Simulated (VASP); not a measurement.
# MgTiC4N4 in VASP: notebook

Runs on MgTiC4N4. Level: PBE. Tasks: single point.

Program: VASP 6.6.1. These are calculated values, not measurements. Logs are shortened: lines on timing, memory, paths and dates and some standing lists are left out, and cuts for length are marked.

### 1 The cell of the first run

It takes space group P-43m (No. 215, cubic). Conventional cell: a = 6.229 Å, b = 6.229 Å, c = 6.229 Å, α = 90.00°, β = 90.00°, γ = 90.00°. Within 2.9 Å of Mg (site symmetry -43m) lie 4 C at 2.18 Å. Ti (site symmetry -43m) has 4 N at 2.04 Å within 2.7 Å. C (site symmetry 3m) has 1 N at 1.17 Å within 1.6 Å. Within 1.6 Å of N (site symmetry 3m) lie 1 C at 1.17 Å.

### 2 Single point, PBE, collinear spin

Input file INCAR:

```
PREC = Accurate
ENCUT = 520
EDIFF = 1E-6
ISMEAR = 0
SIGMA = 0.1
LREAL = F
LASPH = T
NELM = 150
ALGO = Normal
ISIF = 2
LWAVE = F
LCHARG = F
ISPIN = 2
MAGMOM = 0 1.13 0 0 0 0 0 0 0 0
LORBIT = 11
LMAXMIX = 4
GGA = PE
NBANDS = 40
```

Input file KPOINTS:

```
Automatic mesh
0
Gamma
  2 2 2
```

Input file POSCAR:

```
MgTiC4N4
1.0
    6.2293583189      0.0000000000      0.0000000000
    0.0000000000      6.2293583189      0.0000000000
    0.0000000000      0.0000000000      6.2293583189
Mg Ti C N
1 1 4 4
Direct
    0.0000000000      0.0000000000      0.0000000000
    0.5000000000      0.5000000000      0.5000000000
    0.2020285349      0.2020285349      0.2020285349
    0.2020285349      0.7979714651      0.7979714651
    0.7979714651      0.2020285349      0.7979714651
    0.7979714651      0.7979714651      0.2020285349
    0.3108394851      0.3108394851      0.3108394851
    0.3108394851      0.6891605149      0.6891605149
    0.6891605149      0.3108394851      0.6891605149
    0.6891605149      0.6891605149      0.3108394851
```

Potentials or basis: VASP PAW PBE potentials, release 64 (Mg, Ti_sv, C, N).

Command:

```
> cat potpaw_PBE.64/Mg/POTCAR potpaw_PBE.64/Ti_sv/POTCAR potpaw_PBE.64/C/POTCAR potpaw_PBE.64/N/POTCAR > POTCAR
> mpirun -np 1 vasp_std > vasp.out
```

OUTCAR:

```text
PREC = Accurate
   ENCUT = 520
   EDIFF = 1E-6
   ISMEAR = 0
   LREAL = F
   LASPH = T
   NELM = 150
   ISIF = 2
   ISPIN = 2
   LORBIT = 11
   GGA = PE

 ion  position               nearest neighbor table
   1  0.000  0.000  0.000-   3 2.18   4 2.18   5 2.18   6 2.18
   2  0.500  0.500  0.500-   7 2.04   8 2.04   9 2.04  10 2.04
   3  0.202  0.202  0.202-   7 1.17   1 2.18
   4  0.202  0.798  0.798-   8 1.17   1 2.18
   5  0.798  0.202  0.798-   9 1.17   1 2.18
   6  0.798  0.798  0.202-  10 1.17   1 2.18
   7  0.311  0.311  0.311-   3 1.17   2 2.04
   8  0.311  0.689  0.689-   4 1.17   2 2.04
   9  0.689  0.311  0.689-   5 1.17   2 2.04
  10  0.689  0.689  0.311-   6 1.17   2 2.04

  LATTYP: Found a simple cubic cell.
 ALAT       =     6.2293583189

  Lattice vectors:

 A1 = (   6.2293583189,   0.0000000000,   0.0000000000)
 A2 = (   0.0000000000,   6.2293583189,   0.0000000000)
 A3 = (   0.0000000000,   0.0000000000,   6.2293583189)

Analysis of symmetry for initial positions (statically):
=====================================================================
 Subroutine PRICEL returns:
 Original cell was already a primitive cell.

 Routine SETGRP: Setting up the symmetry group for a
 simple cubic supercell.

 Subroutine GETGRP returns: Found 24 space group operations
 (whereof 24 operations were pure point group operations)
 out of a pool of 48 trial point group operations.

The static configuration has the point symmetry T_d .

Analysis of symmetry for dynamics (positions and initial velocities):
=====================================================================
 Subroutine PRICEL returns:
 Original cell was already a primitive cell.

 Routine SETGRP: Setting up the symmetry group for a
 simple cubic supercell.

 Subroutine GETGRP returns: Found 24 space group operations
 (whereof 24 operations were pure point group operations)
 out of a pool of 48 trial point group operations.

The dynamic configuration has the point symmetry T_d .

Analysis of structural, dynamic, and magnetic symmetry:
=====================================================================
 Subroutine PRICEL returns:
 Original cell was already a primitive cell.

 Routine SETGRP: Setting up the symmetry group for a
 simple cubic supercell.

 Subroutine GETGRP returns: Found 24 space group operations
 (whereof 24 operations were pure point group operations)
 out of a pool of 48 trial point group operations.

The overall configuration has the point symmetry T_d .

 Subroutine INISYM returns: Found 24 space group operations
 (whereof 24 operations are pure point group operations),
 and found     1 'primitive' translations

----------------------------------------------------------------------------------------

                                     Primitive cell

  volume of cell :     241.7297

  direct lattice vectors                    reciprocal lattice vectors
     6.229358319  0.000000000  0.000000000     0.160530178  0.000000000  0.000000000
     0.000000000  6.229358319  0.000000000     0.000000000  0.160530178  0.000000000
     0.000000000  0.000000000  6.229358319     0.000000000  0.000000000  0.160530178

  length of vectors
     6.229358319  6.229358319  6.229358319     0.160530178  0.160530178  0.160530178

  position of ions in fractional coordinates (direct lattice)
     0.000000000  0.000000000  0.000000000
     0.500000000  0.500000000  0.500000000
     0.202028535  0.202028535  0.202028535
     0.202028535  0.797971465  0.797971465
     0.797971465  0.202028535  0.797971465
     0.797971465  0.797971465  0.202028535
     0.310839485  0.310839485  0.310839485
     0.310839485  0.689160515  0.689160515
     0.689160515  0.310839485  0.689160515
     0.689160515  0.689160515  0.310839485

  ion indices of the primitive-cell ions
   primitive index   ion index
                 1           1
                 2           2
                 3           3
                 4           4
                 5           5
                 6           6
                 7           7
                 8           8
                 9           9
                10          10

----------------------------------------------------------------------------------------

 KPOINTS: Automatic mesh

Automatic generation of k-mesh.
 Grid dimensions read from file:
 generate k-points for:    2    2    2

 Generating k-lattice:

  Cartesian coordinates                     Fractional coordinates (reciprocal lattice)
     0.080265089  0.000000000  0.000000000     0.500000000  0.000000000  0.000000000
     0.000000000  0.080265089  0.000000000     0.000000000  0.500000000  0.000000000
     0.000000000  0.000000000  0.080265089     0.000000000  0.000000000  0.500000000

  Length of vectors
     0.080265089  0.080265089  0.080265089

  Shift w.r.t. Gamma in fractional coordinates (k-lattice)
     0.000000000  0.000000000  0.000000000

 Subroutine IBZKPT returns following result:
 ===========================================

 Found      4 irreducible k-points:

 Following reciprocal coordinates:
            Coordinates               Weight
  0.000000  0.000000  0.000000      1.000000
  0.500000  0.000000  0.000000      3.000000
  0.500000  0.500000  0.000000      3.000000
  0.500000  0.500000  0.500000      1.000000
   k-points           NKPTS =      4   k-points in BZ     NKDIM =      4   number of bands    NBANDS=     40
   number of dos      NEDOS =    301   number of ions     NIONS =     10
   total plane-waves  NPLWV = 110592
   dimension x,y,z NGX =    48 NGY =   48 NGZ =   48
   dimension x,y,z NGXF=    96 NGYF=   96 NGZF=   96
   ions per type =               1   1   4   4
   NGX,Y,Z   is equivalent  to a cutoff of  12.81, 12.81, 12.81 a.u.
   NGXF,Y,Z  is equivalent  to a cutoff of  25.62, 25.62, 25.62 a.u.
 SYSTEM =  unknown system
   PREC   = accura    normal or accurate (medium, high low for compatibility)
   ISTART =      0    job   : 0-new  1-cont  2-samecut
   ICHARG =      2    charge: 1-file 2-atom 10-const
   ISPIN  =      2    spin polarized calculation?
   LNONCOLLINEAR =      F non collinear calculations
   LSORBIT =      F    spin-orbit coupling
   LASPH  =      T    aspherical Exc in radial PAW
   ENCUT  =  520.0 eV  38.22 Ry    6.18 a.u.  11.58 11.58 11.58*2*pi/ulx,y,z
   NELM   =    150;   NELMIN=  2; NELMDL= -5     # of ELM steps
   EDIFF  = 0.1E-05   stopping-criterion for ELM
   LREAL  =      F    real-space projection
   EDIFFG = 0.1E-04   stopping-criterion for IOM
   NSW    =      0    number of steps for IOM
   IBRION =     -1    ionic relax: 0-MD 1-quasi-New 2-CG
   NFREE  =      0    steps in history (QN), initial steepest desc. (CG)
   ISIF   =      2    stress and relaxation
   ISYM   =      2    0-nonsym 1-usesym 2-fastsym
   POTIM  = 0.5000    time-step for ionic-motion
   TEBEG  =    0.0;   TEEND  =   0.0 temperature during run
   PSTRESS=    0.0 pullay stress
   NELECT =      50.0000    total number of electrons
   NUPDOWN=      -1.0000    fix difference up-down
   EMIN   =  10.00;   EMAX   =-10.00  energy-range for DOS
   EFERMI =   0.00;   METHOD = LEGACY
   ISMEAR =     0;   SIGMA  =   0.10  broadening in eV -4-tet -1-fermi 0-gaus
   EFERMI_NEDOS =   21; number of points for ismear=-14 and -15
   IALGO  =     38    algorithm
   IMIX   =      4    mixing-type and parameters
     AMIX     =   0.40;   BMIX     =  1.00
     AMIX_MAG =   1.60;   BMIX_MAG =  1.00
  volume/ion in A,a.u.               =      24.17       163.13
  Fermi-wavevector in a.u.,A,eV,Ry     =   0.968177  1.829590 12.753654  0.937367
  Thomas-Fermi vector in A             =   2.098125
   LORBIT       =     11    0 simple, 1 ext, 2 COOP (PROOUT), +10 PAW based schemes
   GGA     = PE    functional components
   LHFCALC =     F    Hartree Fock is set to
   AEXX    =    0.0000 exact exchange contribution
   IVDW    =     0    specifies the selected vdW correction
   LEPSILON=     F    determine dielectric tensor
   LRPA    =     F    only Hartree local field effects (RPA)
 spin polarized calculation
 Gauss-broadening in eV      SIGMA  =   0.10
  energy-cutoff  :      520.00
  volume of cell :      241.73
 maximum number of plane-waves:      6619
 NGX is ok and might be reduce to    48
   NGX = 23   NGY = 23   NGZ = 23

 number of electron      50.0000000 magnetization       1.9999037

 Free energy of the ion-electron system (eV)
  ---------------------------------------------------
  ext. energy  EPLUGINS =         0.00000000
  ---------------------------------------------------
  free energy    TOTEN  =       -79.11344340 eV

  energy without entropy =      -79.11344329  energy(sigma->0) =      -79.11344334

 E-fermi :   0.4486     XC(G=0):  -6.4279

 val. band max:        0.0982842339   @ k =   0.5000   0.0000   0.0000
 cond. band min:       0.7967214985   @ k =   0.0000   0.0000   0.0000
 fundamental gap:      0.6984372646
 Fermi energy:         0.4486036392

 spin component 1

 k-point     1 :       0.0000    0.0000    0.0000
  band No.  band energies     occupation
      1     -57.5684      1.00000
      2     -33.8957      1.00000
      3     -33.8957      1.00000
      4     -33.8956      1.00000
      5     -18.9101      1.00000
      6     -18.8248      1.00000
[... 29 lines left out ...]
     36       3.8239      0.00000
     37       3.8239      0.00000
[... 88 lines left out ...]
      6     -18.8338      1.00000
[... 29 lines left out ...]
     36       3.7565      0.00000
     37       3.7565      0.00000
 Fermi energy:         0.4486036392

 spin component 2

 k-point     1 :       0.0000    0.0000    0.0000
  band No.  band energies     occupation
      1     -56.3075      1.00000
      2     -32.6380      1.00000
      3     -32.6380      1.00000
      4     -32.6380      1.00000
      5     -18.8932      1.00000
      6     -18.8092      1.00000
[... 29 lines left out ...]
     36       3.9657      0.00000
     37       4.0896      0.00000
[... 88 lines left out ...]
      6     -18.8180      1.00000
[... 29 lines left out ...]
     36       4.2927      0.00000
     37       4.2927      0.00000
 [bands above 37 left out]

------------------------ aborting loop because EDIFF is reached ----------------------------------------

  FORCE on cell =-STRESS in cart. coord.  units (eV):
  Direction    XX          YY          ZZ          XY          YZ          ZX
  --------------------------------------------------------------------------------------
  -------------------------------------------------------------------------------------
  Total        0.5142512      0.5142512      0.5142512      0.0000000      0.0000000      0.0000000
  in kB        3.4084426      3.4084426      3.4084426      0.0000000      0.0000000      0.0000000
  external PRESSURE =       3.4084426 kB  Pullay stress =       0.0000000 kB

 VOLUME and BASIS-vectors are now :
 -----------------------------------------------------------------------------
  energy-cutoff  :      520.00
  volume of cell :      241.73
      direct lattice vectors                 reciprocal lattice vectors
     6.229358319  0.000000000  0.000000000     0.160530178  0.000000000  0.000000000
     0.000000000  6.229358319  0.000000000     0.000000000  0.160530178  0.000000000
     0.000000000  0.000000000  6.229358319     0.000000000  0.000000000  0.160530178

 POSITION                                       TOTAL-FORCE (eV/Angst)
 -----------------------------------------------------------------------------------
      0.00000      0.00000      0.00000        -0.000000      0.000000      0.000000
      3.11468      3.11468      3.11468        -0.000000      0.000000      0.000000
      1.25851      1.25851      1.25851        -0.206622     -0.206622     -0.206622
      1.25851      4.97085      4.97085        -0.206622      0.206622      0.206622
      4.97085      1.25851      4.97085         0.206622     -0.206622      0.206622
      4.97085      4.97085      1.25851         0.206622      0.206622     -0.206622
      1.93633      1.93633      1.93633         0.185514      0.185514      0.185514
      1.93633      4.29303      4.29303         0.185514     -0.185514     -0.185514
      4.29303      1.93633      4.29303        -0.185514      0.185514     -0.185514
      4.29303      4.29303      1.93633        -0.185514     -0.185514      0.185514
 -----------------------------------------------------------------------------------
    total drift:                               -0.000000     -0.000000      0.000000

  FREE ENERGIE OF THE ION-ELECTRON SYSTEM (eV)
  ---------------------------------------------------
  free  energy   TOTEN  =       -79.1134434013 eV

  energy  without entropy=      -79.1134432856  energy(sigma->0) =      -79.11344334

 total charge

# of ion       s       p       d       tot
------------------------------------------
    1        0.157   0.163   0.042   0.362
    2        2.164   6.127   1.978  10.269
    3        0.969   1.601   0.000   2.570
    4        0.969   1.601   0.000   2.570
    5        0.969   1.601   0.000   2.570
    6        0.969   1.601   0.000   2.570
    7        1.307   2.606   0.000   3.912
    8        1.307   2.606   0.000   3.912
    9        1.307   2.606   0.000   3.912
   10        1.307   2.606   0.000   3.912
--------------------------------------------------
tot         11.424  23.115   2.020  36.559

 magnetization (x)

# of ion       s       p       d       tot
------------------------------------------
    1       -0.002  -0.001   0.001  -0.001
    2        0.009   0.008   1.313   1.330
    3        0.003   0.065   0.000   0.069
    4        0.003   0.065   0.000   0.069
    5        0.003   0.065   0.000   0.069
    6        0.003   0.065   0.000   0.069
    7       -0.004  -0.032   0.000  -0.037
    8       -0.004  -0.032   0.000  -0.037
    9       -0.004  -0.032   0.000  -0.037
   10       -0.004  -0.032   0.000  -0.037
--------------------------------------------------
tot          0.004   0.138   1.314   1.456
```

Run time: 50 s. Hardware: 1 thread of Intel Xeon 6975P-C (Granite Rapids), shared host; peak memory 0.42 GiB.

Results:

```yaml
Free_energy: -79.1134 eV
Pressure: 0.3 GPa
Largest_force: 0.358 eV/Å
Band_gap_on_the_k_mesh: 0.70 eV (least direct gap 0.90 eV)
Net_moment: 2.00 μB per cell
Site_moments: Mg -0.00; Ti +1.33; C +0.07; N -0.04 μB
Valence_electrons_inside_the_program's_atomic_spheres: Mg 0.36; Ti 10.27; C 2.57; N 3.91
```

Forces in eV/Å, atoms in the order of the input:
```
Mg   0.000  0.000  0.000
Ti   0.000  0.000  0.000
C   -0.207 -0.207 -0.207
C   -0.207  0.207  0.207
C    0.207 -0.207  0.207
C    0.207  0.207 -0.207
N    0.186  0.186  0.186
N    0.186 -0.186 -0.186
N   -0.186  0.186 -0.186
N   -0.186 -0.186  0.186
```

Caveat: the k points lie up to 0.50 Å⁻¹ apart. A k mesh can miss the band edges.

### 3 Single point, PBE, collinear spin

Edit INCAR of step 2 so:

```diff
@@ -5,4 +5,4 @@
 SIGMA = 0.1
-LREAL = F
-LASPH = T
+LREAL = False
+LASPH = True
 NELM = 150
@@ -10,4 +10,4 @@
 ISIF = 2
-LWAVE = F
-LCHARG = F
+LWAVE = False
+LCHARG = False
 ISPIN = 2
```

KPOINTS is that of step 2.

Input file POSCAR:

```
MgTiC4N4
1.0
    6.2424026209     -0.0150881867     -0.0090065696
   -0.0156988611      6.1662675002      0.0025568705
   -0.0086940627      0.0028368505      6.2841318972
Mg Ti C N
1 1 4 4
Direct
    0.0002035612     -0.0007119079     -0.0011642269
    0.4998126744      0.5006323087      0.5010473358
    0.2022926676      0.2022325328      0.2010120897
    0.2017082030      0.7970267211      0.7982650332
    0.7983797866      0.2019009567      0.7975529659
    0.7979071051      0.7978020182      0.2014806433
    0.3107125543      0.3105947993      0.3111922422
    0.3107330223      0.6893864085      0.6896268493
    0.6892789286      0.3105856462      0.6892070062
    0.6889714968      0.6905505163      0.3117800612
```

Potentials or basis: VASP PAW PBE potentials, release 64 (Mg, Ti_sv, C, N).

Command:

```
> cat potpaw_PBE.64/Mg/POTCAR potpaw_PBE.64/Ti_sv/POTCAR potpaw_PBE.64/C/POTCAR potpaw_PBE.64/N/POTCAR > POTCAR
> mpirun -np 1 vasp_std > vasp.out
```

Wall time 85 s (1 thread of Intel Xeon 6975P-C (Granite Rapids), shared host); peak memory 0.46 GiB.

Results (log left out):

* Free energy: -79.1127 eV
* Pressure: 0.3 GPa
* Largest force: 0.382 eV/Å
* Band gap on the k mesh: 0.69 eV (least direct gap 0.89 eV)
* Net moment: 2.00 μB per cell
* Site moments: Mg -0.00; Ti +1.33; C +0.07; N -0.04 μB
* Valence electrons inside the program's atomic spheres: Mg 0.36; Ti 10.27; C 2.57; N 3.91

Forces on the atoms (eV/Å):
```
Mg   0.000  0.001  0.001
Ti   0.001  0.000  0.000
C   -0.220 -0.217 -0.225
C   -0.222  0.218  0.222
C    0.222 -0.218  0.222
C    0.221  0.214 -0.226
N    0.209  0.207  0.215
N    0.211 -0.206 -0.212
N   -0.211  0.208 -0.211
N   -0.210 -0.205  0.214
```

Levels at points of the mesh, in eV from the valence-band top:
Spin up:
```tsv
k point	band 23	band 24	band 25	band 26	band 27	band 28	band 29	band 30
(0.00, 0.00, 0.00)	-4.75	-4.74	-0.20	-0.20	0.69	0.70	0.71	3.24
(0.50, 0.00, 0.00)	-4.74	-4.74	-0.23	0.00	1.03	1.08	1.08	2.56
(0.00, 0.50, 0.00)	-4.75	-4.74	-0.23	0.00	1.05	1.09	1.09	2.57
(0.50, 0.50, 0.00)	-4.74	-4.73	-0.19	-0.03	0.99	1.31	1.32	2.33
(0.00, 0.00, 0.50)	-4.74	-4.74	-0.23	-0.01	1.01	1.08	1.08	2.56
(0.50, 0.00, 0.50)	-4.74	-4.73	-0.18	-0.03	0.98	1.31	1.31	2.33
(0.00, 0.50, 0.50)	-4.74	-4.73	-0.19	-0.03	0.99	1.31	1.32	2.32
(0.50, 0.50, 0.50)	-4.81	-4.80	-0.17	-0.16	1.03	1.04	1.05	3.08
```
Spin down:
```tsv
k point	band 21	band 22	band 23	band 24	band 25	band 26	band 27	band 28
(0.00, 0.00, 0.00)	-4.90	-4.66	-4.65	-4.64	1.05	1.05	1.06	1.07
(0.50, 0.00, 0.00)	-4.97	-4.77	-4.65	-4.65	0.97	1.45	1.47	1.47
(0.00, 0.50, 0.00)	-4.98	-4.75	-4.66	-4.65	0.97	1.47	1.48	1.48
(0.50, 0.50, 0.00)	-4.86	-4.82	-4.65	-4.64	1.04	1.39	1.44	1.79
(0.00, 0.00, 0.50)	-4.97	-4.78	-4.65	-4.64	0.98	1.44	1.46	1.47
(0.50, 0.00, 0.50)	-4.86	-4.80	-4.65	-4.64	1.06	1.38	1.44	1.79
(0.00, 0.50, 0.50)	-4.86	-4.81	-4.65	-4.64	1.05	1.39	1.44	1.79
(0.50, 0.50, 0.50)	-4.81	-4.71	-4.71	-4.70	1.13	1.15	1.43	1.44
```

Caveat: the k points lie up to 0.51 Å⁻¹ apart. A k mesh can miss the band edges.
